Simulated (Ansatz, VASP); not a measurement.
**PbSe in VASP and in Ansatz**

INCAR

```
SYSTEM = PbSe
PREC = Accurate ; ENCUT = 520
EDIFF = 1E-7 ; ISMEAR = 0
SIGMA = 0.03 ; LREAL = .FALSE.
LASPH = .TRUE. ; NELM = 60
ALGO = Normal ; ISIF = 2
LWAVE = .FALSE. ; LCHARG = .FALSE.
GGA = PE ; NBANDS = 17
```

KPOINTS

```
regular mesh
0
G
  10 10 10
  0 0 0
```

POSCAR

```
PbSe
1.0
    0.0000000000      3.0621500000      3.0621500000
    3.0621500000      0.0000000000      3.0621500000
    3.0621500000      3.0621500000      0.0000000000
Pb Se
1 1
Direct
   -0.0282816127     -0.0282816127     -0.0282816127
    0.5000000000      0.5000000000      0.5000000000
```

Input for Ansatz:

```yaml
crystal:
  lattice:
    - [0.0, 3.06215, 3.06215]
    - [3.06215, 0.0, 3.06215]
    - [3.06215, 3.06215, 0.0]
  atoms:
    - { symbol: Pb, position: [-0.0282816127, -0.0282816127, -0.0282816127] }
    - { symbol: Se, position: [0.5, 0.5, 0.5] }
basis:
  ecutwfc: 420
kpoints:
  mp_grid: { grid: [10, 10, 10] }
hamiltonian:
  xc: pbe
scf:
  occupations: { method: gaussian, width: 0.03 }
output:
  forces: true
  stress: true
  eigenvalues: true
```

Change from the starting cell: all Pb atoms moved -0.300 Å, as atom 1 along Cartesian [1 1 1].

Alike in both runs: task single point; functional PBE; k mesh 10 × 10 × 10; occupations gaussian, width 0.03 eV; no spin polarisation.

|  | VASP | Ansatz |
| --- | --- | --- |
| version | VASP 6.6.1 | Ansatz 0.2.0 |
| potentials or method | VASP PAW PBE potentials, release 64 (Pb_d, Se), cutoff 520 eV | scalar-relativistic, plane waves, PAW |
| valence electrons in the cell | 20 | 30 |

|  | VASP | Ansatz | Ansatz less VASP |
| --- | --- | --- | --- |
| gap on the k mesh at the Fermi level (eV) | 0.61 | 0.60 | -0.005 |
| least direct gap on the mesh (eV) | 0.61 | 0.60 | -0.005 |
| pressure (GPa) | 3.6 | 3.6 | 0.00 |
| traceless stress, the component that is largest in VASP (GPa) | 0.12 | 0.12 | +0.004 |
| rms of the force components (eV/Å) | 0.239 | 0.235 | -0.0038 |

Atom by atom the forces differ by 0.004 eV/Å (rms over components). VASP's potentials hold 20 valence electrons a cell and Ansatz's 30, so a difference there can come from the potentials and not from the codes.

Spin-orbit coupling is off throughout.
